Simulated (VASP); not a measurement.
# AlRu (CsCl type) in VASP: notebook

AlRu (CsCl type) is run at these levels: PBE; tasks: single point.

Everything below comes from runs of VASP 6.6.1. Logs are shortened: lines on timing, memory, paths and dates and some standing lists are left out, and cuts for length are marked.

## Step 1: The cell of the first run

Symmetry: R3m, No. 160, trigonal system. The conventional cell has a = 4.243 Å, b = 4.243 Å, c = 5.196 Å, α = 90.00°, β = 90.00°, γ = 120.00°. Within 3.3 Å of Ru (site symmetry 3m) lie 8 Al at 2.54 to 2.66 Å and 6 Ru at 3.00 Å. Al (site symmetry 3m) has 8 Ru at 2.54 to 2.66 Å and 6 Al at 3.00 Å within 3.3 Å.

## Step 2: Single point, PBE

INCAR reads:

```
PREC     = Accurate       # precision mode
ENCUT    = 520            # plane-wave cutoff, eV
EDIFF    = 1E-7           # SCF threshold, eV
ISMEAR   = -1             # smearing method
SIGMA    = 0.1            # smearing width, eV
LREAL    = F              # projectors in reciprocal space
LASPH    = T              # aspherical terms in the spheres
NELM     = 100            # most SCF steps
ALGO     = Normal         # electronic algorithm
ISIF     = 2              # what is computed and relaxed
LWAVE    = F              # write WAVECAR
LCHARG   = F              # write CHGCAR
GGA      = PE             # functional
NBANDS   = 16             # bands
```

KPOINTS reads:

```
regular mesh
0
Gamma
  4 4 4
```

POSCAR reads:

```
AlRu
1.0
    3.0000000000      0.0000000000      0.0000000000
    0.0000000000      3.0000000000      0.0000000000
    0.0000000000      0.0000000000      3.0000000000
Ru Al
1 1
Direct
    0.0115470054      0.0115470054      0.0115470054
    0.5000000000      0.5000000000      0.5000000000
```

Potentials or basis: VASP PAW PBE potentials, release 64 (Ru_pv, Al).

On the command line:

```sh
$ cat potpaw_PBE.64/Ru_pv/POTCAR potpaw_PBE.64/Al/POTCAR > POTCAR
$ mpirun -np 1 vasp_std > vasp.out
```

OUTCAR:

```text
PREC = Accurate
   ENCUT = 520
   EDIFF = 1E-7
   ISMEAR = -1
   LREAL = F
   LASPH = T
   NELM = 100
   ISIF = 2
   GGA = PE

 ion  position               nearest neighbor table
   1  0.012  0.012  0.012-   2 2.54   2 2.58   2 2.58   2 2.58   2 2.62   2 2.62   2 2.62   2 2.66

   2  0.500  0.500  0.500-   1 2.54   1 2.58   1 2.58   1 2.58   1 2.62   1 2.62   1 2.62   1 2.66

  LATTYP: Found a simple cubic cell.
 ALAT       =     3.0000000000

  Lattice vectors:

 A1 = (   3.0000000000,   0.0000000000,   0.0000000000)
 A2 = (   0.0000000000,   3.0000000000,   0.0000000000)
 A3 = (   0.0000000000,   0.0000000000,   3.0000000000)

Analysis of symmetry for initial positions (statically):
=====================================================================
 Subroutine PRICEL returns:
 Original cell was already a primitive cell.

 Routine SETGRP: Setting up the symmetry group for a
 simple cubic supercell.

 Subroutine GETGRP returns: Found  6 space group operations
 (whereof  6 operations were pure point group operations)
 out of a pool of 48 trial point group operations.

The static configuration has the point symmetry C_3v.

Analysis of symmetry for dynamics (positions and initial velocities):
=====================================================================
 Subroutine PRICEL returns:
 Original cell was already a primitive cell.

 Routine SETGRP: Setting up the symmetry group for a
 simple cubic supercell.

 Subroutine GETGRP returns: Found  6 space group operations
 (whereof  6 operations were pure point group operations)
 out of a pool of 48 trial point group operations.

The dynamic configuration has the point symmetry C_3v.

 Subroutine INISYM returns: Found  6 space group operations
 (whereof  6 operations are pure point group operations),
 and found     1 'primitive' translations

----------------------------------------------------------------------------------------

                                     Primitive cell

  volume of cell :      27.0000

  direct lattice vectors                    reciprocal lattice vectors
     3.000000000  0.000000000  0.000000000     0.333333333  0.000000000  0.000000000
     0.000000000  3.000000000  0.000000000     0.000000000  0.333333333  0.000000000
     0.000000000  0.000000000  3.000000000     0.000000000  0.000000000  0.333333333

  length of vectors
     3.000000000  3.000000000  3.000000000     0.333333333  0.333333333  0.333333333

  position of ions in fractional coordinates (direct lattice)
     0.011547005  0.011547005  0.011547005
     0.500000000  0.500000000  0.500000000

  ion indices of the primitive-cell ions
   primitive index   ion index
                 1           1
                 2           2

----------------------------------------------------------------------------------------

 KPOINTS: regular mesh

Automatic generation of k-mesh.
 Grid dimensions read from file:
 generate k-points for:    4    4    4

 Generating k-lattice:

  Cartesian coordinates                     Fractional coordinates (reciprocal lattice)
     0.083333333  0.000000000  0.000000000     0.250000000  0.000000000  0.000000000
     0.000000000  0.083333333  0.000000000     0.000000000  0.250000000  0.000000000
     0.000000000  0.000000000  0.083333333     0.000000000  0.000000000  0.250000000

  Length of vectors
     0.083333333  0.083333333  0.083333333

  Shift w.r.t. Gamma in fractional coordinates (k-lattice)
     0.000000000  0.000000000  0.000000000

 Subroutine IBZKPT returns following result:
 ===========================================

 Found     13 irreducible k-points:

 Following reciprocal coordinates:
            Coordinates               Weight
  0.000000  0.000000  0.000000      1.000000
  0.250000  0.000000  0.000000      6.000000
  0.500000  0.000000  0.000000      3.000000
  0.250000  0.250000  0.000000      6.000000
 -0.250000  0.250000  0.000000      6.000000
  0.500000  0.250000  0.000000     12.000000
  0.500000  0.500000  0.000000      3.000000
  0.250000  0.250000  0.250000      2.000000
 -0.250000  0.250000  0.250000      6.000000
  0.500000  0.250000  0.250000      6.000000
 -0.250000  0.500000  0.250000      6.000000
  0.500000  0.500000  0.250000      6.000000
  0.500000  0.500000  0.500000      1.000000
   k-points           NKPTS =     13   k-points in BZ     NKDIM =     13   number of bands    NBANDS=     16
   number of dos      NEDOS =    301   number of ions     NIONS =      2
   total plane-waves  NPLWV =  13824
   dimension x,y,z NGX =    24 NGY =   24 NGZ =   24
   dimension x,y,z NGXF=    48 NGYF=   48 NGZF=   48
   ions per type =               1   1
   NGX,Y,Z   is equivalent  to a cutoff of  13.30, 13.30, 13.30 a.u.
   NGXF,Y,Z  is equivalent  to a cutoff of  26.60, 26.60, 26.60 a.u.
 SYSTEM =  unknown system
   PREC   = accura    normal or accurate (medium, high low for compatibility)
   ISTART =      0    job   : 0-new  1-cont  2-samecut
   ICHARG =      2    charge: 1-file 2-atom 10-const
   ISPIN  =      1    spin polarized calculation?
   LNONCOLLINEAR =      F non collinear calculations
   LSORBIT =      F    spin-orbit coupling
   LASPH  =      T    aspherical Exc in radial PAW
   ENCUT  =  520.0 eV  38.22 Ry    6.18 a.u.   5.58  5.58  5.58*2*pi/ulx,y,z
   NELM   =    100;   NELMIN=  2; NELMDL= -5     # of ELM steps
   EDIFF  = 0.1E-06   stopping-criterion for ELM
   LREAL  =      F    real-space projection
   EDIFFG = 0.1E-05   stopping-criterion for IOM
   NSW    =      0    number of steps for IOM
   IBRION =     -1    ionic relax: 0-MD 1-quasi-New 2-CG
   NFREE  =      0    steps in history (QN), initial steepest desc. (CG)
   ISIF   =      2    stress and relaxation
   ISYM   =      2    0-nonsym 1-usesym 2-fastsym
   POTIM  = 0.5000    time-step for ionic-motion
   TEBEG  =    0.0;   TEEND  =   0.0 temperature during run
   PSTRESS=    0.0 pullay stress
   NELECT =      17.0000    total number of electrons
   NUPDOWN=      -1.0000    fix difference up-down
   EMIN   =  10.00;   EMAX   =-10.00  energy-range for DOS
   EFERMI =   0.00;   METHOD = LEGACY
   ISMEAR =    -1;   SIGMA  =   0.10  broadening in eV -4-tet -1-fermi 0-gaus
   EFERMI_NEDOS =   21; number of points for ismear=-14 and -15
   IALGO  =     38    algorithm
   IMIX   =      4    mixing-type and parameters
     AMIX     =   0.40;   BMIX     =  1.00
     AMIX_MAG =   1.60;   BMIX_MAG =  1.00
  volume/ion in A,a.u.               =      13.50        91.10
  Fermi-wavevector in a.u.,A,eV,Ry     =   1.403147  2.651564 26.787448  1.968822
  Thomas-Fermi vector in A             =   2.525838
   LORBIT       =      0    0 simple, 1 ext, 2 COOP (PROOUT), +10 PAW based schemes
   GGA     = PE    functional components
   LHFCALC =     F    Hartree Fock is set to
   AEXX    =    0.0000 exact exchange contribution
   IVDW    =     0    specifies the selected vdW correction
   LEPSILON=     F    determine dielectric tensor
   LRPA    =     F    only Hartree local field effects (RPA)
 non-spin polarized calculation
  energy-cutoff  :      520.00
  volume of cell :       27.00
 maximum number of plane-waves:       743
 NGX is ok and might be reduce to    24
   NGX = 11   NGY = 11   NGZ = 11

 number of electron      17.0000002 magnetization

 Free energy of the ion-electron system (eV)
  ---------------------------------------------------
  ext. energy  EPLUGINS =         0.00000000
  ---------------------------------------------------
  free energy    TOTEN  =       -14.51752583 eV

  energy without entropy =      -14.49011921  energy(sigma->0) =      -14.50382252

 E-fermi :  10.9716     XC(G=0): -12.5176

 val. band max:       10.9429985381   @ k =   0.2500   0.0000   0.0000
 cond. band min:      11.0696641981   @ k =   0.5000   0.0000   0.0000
 fundamental gap:      0.1266656601
 Fermi energy:        10.9715935639

 k-point     1 :       0.0000    0.0000    0.0000
  band No.  band energies     occupation
      1     -31.1048      2.00000
      2     -31.1035      2.00000
      3     -31.1035      2.00000
      4       0.9703      2.00000
      5       7.1052      2.00000
      6       7.1052      2.00000
[... 8 lines left out ...]
     15      22.8112      0.00000
     16      25.5188      0.00000

 k-point     2 :       0.2500    0.0000    0.0000
  band No.  band energies     occupation
      1     -31.2062      2.00000
      2     -31.0957      2.00000
      3     -31.0948      2.00000
      4       2.1145      2.00000
      5       7.1762      2.00000
      6       7.4730      2.00000
[... 8 lines left out ...]
     15      23.3132      0.00000
     16      26.9882      0.00000

 k-point     3 :       0.5000    0.0000    0.0000
  band No.  band energies     occupation
      1     -31.3070      2.00000
      2     -31.0870      2.00000
      3     -31.0862      2.00000
      4       4.8048      2.00000
      5       5.1265      2.00000
      6       7.9009      2.00000
[... 8 lines left out ...]
     15      23.1322      0.00000
     16      23.2292      0.00000

 k-point     4 :       0.2500    0.2500    0.0000
  band No.  band energies     occupation
      1     -31.1982      2.00000
      2     -31.1927      2.00000
      3     -31.0865      2.00000
      4       3.1119      2.00000
      5       7.2414      2.00000
      6       7.9236      2.00000
[... 8 lines left out ...]
     15      24.2525      0.00000
     16      26.0079      0.00000
[... 115 lines left out ...]
 k-point    11 :      -0.2500    0.5000    0.2500
  band No.  band energies     occupation
      1     -31.2823      2.00000
      2     -31.1757      2.00000
      3     -31.1736      2.00000
      4       5.1718      2.00000
      5       6.7466      2.00000
      6       7.2741      2.00000
[... 8 lines left out ...]
     15      22.8132      0.00000
     16      23.7489      0.00000

 k-point    12 :       0.5000    0.5000    0.2500
  band No.  band energies     occupation
      1     -31.2707      2.00000
      2     -31.2698      2.00000
      3     -31.1647      2.00000
      4       5.2256      2.00000
      5       6.9439      2.00000
      6       6.9452      2.00000
[... 8 lines left out ...]
     15      21.7574      0.00000
     16      22.8119      0.00000

 k-point    13 :       0.5000    0.5000    0.5000
  band No.  band energies     occupation
      1     -31.2600      2.00000
      2     -31.2588      2.00000
      3     -31.2588      2.00000
      4       6.0324      2.00000
      5       6.0337      2.00000
      6       6.0337      2.00000
[... 8 lines left out ...]
     15      19.0974      0.00000
     16      22.4047      0.00000

------------------------ aborting loop because EDIFF is reached ----------------------------------------

  FORCE on cell =-STRESS in cart. coord.  units (eV):
  Direction    XX          YY          ZZ          XY          YZ          ZX
  --------------------------------------------------------------------------------------
  -------------------------------------------------------------------------------------
  Total       -0.1881695     -0.1881695     -0.1881695      0.0317012      0.0317012      0.0317012
  in kB      -11.1659566    -11.1659566    -11.1659566      1.8811466      1.8811466      1.8811466
  external PRESSURE =     -11.1659566 kB  Pullay stress =       0.0000000 kB

 VOLUME and BASIS-vectors are now :
 -----------------------------------------------------------------------------
  energy-cutoff  :      520.00
  volume of cell :       27.00
      direct lattice vectors                 reciprocal lattice vectors
     3.000000000  0.000000000  0.000000000     0.333333333  0.000000000  0.000000000
     0.000000000  3.000000000  0.000000000     0.000000000  0.333333333  0.000000000
     0.000000000  0.000000000  3.000000000     0.000000000  0.000000000  0.333333333

 POSITION                                       TOTAL-FORCE (eV/Angst)
 -----------------------------------------------------------------------------------
      0.03464      0.03464      0.03464        -0.259414     -0.259414     -0.259414
      1.50000      1.50000      1.50000         0.259414      0.259414      0.259414
 -----------------------------------------------------------------------------------
    total drift:                               -0.000018     -0.000018     -0.000019

  FREE ENERGIE OF THE ION-ELECTRON SYSTEM (eV)
  ---------------------------------------------------
  free  energy   TOTEN  =       -14.5175258320 eV

  energy  without entropy=      -14.4901192052  energy(sigma->0) =      -14.50382252
```

Wall time 7.3 s (1 thread of Intel Xeon Platinum 8259CL at 2.50GHz (Skylake/Cascade Lake), shared host); peak memory 0.13 GiB.

Results:

```yaml
Free_energy: -14.5175 eV
Pressure: -1.1 GPa
Largest_force: 0.449 eV/Å
Band_gap_on_the_k_mesh: zero (an odd number of electrons rules out a gap without spin polarisation)
```

Forces in eV/Å, atoms in the order of the input:
```
Ru  -0.259 -0.259 -0.259
Al   0.259  0.259  0.259
```

Caveat: the k points lie up to 0.52 Å⁻¹ apart, too coarse for converged energies and pressures of a metal.

## Step 3: Single point, PBE

INCAR reads:

```
SYSTEM = AlRu
PREC     = Accurate       ! precision mode
ENCUT    = 520            ! plane-wave cutoff, eV
EDIFF    = 1E-6           ! SCF threshold, eV
ISMEAR   = -1             ! smearing method
SIGMA    = 0.1            ! smearing width, eV
LREAL    = .False.        ! projectors in reciprocal space
LASPH    = .True.         ! aspherical terms in the spheres
NELM     = 80             ! most SCF steps
ALGO     = Normal         ! electronic algorithm
ISIF     = 2              ! what is computed and relaxed
LWAVE    = .False.        ! write WAVECAR
LCHARG   = .False.        ! write CHGCAR
GGA      = PE             ! functional
NBANDS   = 16             ! bands
```

KPOINTS reads:

```
regular mesh
0
Gamma
  8 8 8
  0 0 0
```

Edit POSCAR of step 2 so:

```diff
@@ -8,3 +8,3 @@
 Direct
-    0.0115470054      0.0115470054      0.0115470054
+    0.0000000000      0.0000000000      0.0000000000
     0.5000000000      0.5000000000      0.5000000000
```

Potentials or basis: VASP PAW PBE potentials, release 64 (Ru_pv, Al).

On the command line:

```sh
$ cat potpaw_PBE.64/Ru_pv/POTCAR potpaw_PBE.64/Al/POTCAR > POTCAR
$ mpirun -np 1 vasp_std > vasp.out
```

Run time: 8.6 s. Hardware: 1 thread of Intel Xeon Platinum 8259CL at 2.50GHz (Skylake/Cascade Lake), shared host; peak memory 0.14 GiB.

Results (log left out):

* Free energy: -14.2569 eV
* Pressure: 1.3 GPa
* Band gap on the k mesh: zero (an odd number of electrons rules out a gap without spin polarisation)

Levels at points of the mesh, in eV from the Fermi level:
```
           k point  band 7  band 8  band 9  band 10  band 11  band 12
(0.00, 0.00, 0.00)    0.14    0.14    0.14     5.99     5.99     5.99
(0.50, 0.00, 0.00)   -1.62   -1.62    0.39     2.22     7.40    10.94
(0.50, 0.50, 0.00)   -1.41   -1.19   -1.19     1.48     5.22     6.11
(0.50, 0.50, 0.50)    1.57    1.57    2.48     4.07     4.07     4.07
```

The gap in the log of VASP goes by the Fermi energy; the results here count the filled bands.